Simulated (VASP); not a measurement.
A run of VASP 6.6.1 is set up as follows.

INCAR

```
PREC = Accurate
ENCUT = 520
EDIFF = 1E-6
ISMEAR = 0
SIGMA = 0.15
LREAL = F
LASPH = T
NELM = 60
ALGO = Fast
ISIF = 2
LWAVE = F
LCHARG = F
GGA = PS
NBANDS = 13
```

KPOINTS

```
Automatic mesh
0
Gamma
  22 22 22
```

The input POSCAR:

```
Mo
1.0
   -1.5081600000      1.5081600000      1.4453200000
    1.5081600000     -1.5081600000      1.4453200000
    1.5081600000      1.5081600000     -1.4453200000
Mo
1
Direct
    0.0000000000      0.0000000000      0.0000000000
```

Potentials or basis: VASP PAW PBE potentials, release 64 (Mo_sv).

The run is started by

```bash
$ cat potpaw_PBE.64/Mo_sv/POTCAR > POTCAR
$ mpirun -np 1 vasp_std > vasp.out
```

(1) Estimate the pressure.

(2) Predict the band gap on the k mesh.

Answers

(1) 60.1 GPa.

(2) zero (bands 7 and 8 overlap by 6.73 eV).

Caveat: the cell differs from its parent crystal (strain -0.040 along x and y, -0.080 along z); the stress differs along the axes, from 54 to 73 GPa; the PAW data sets were made with another functional, which shifts forces and pressure a little.
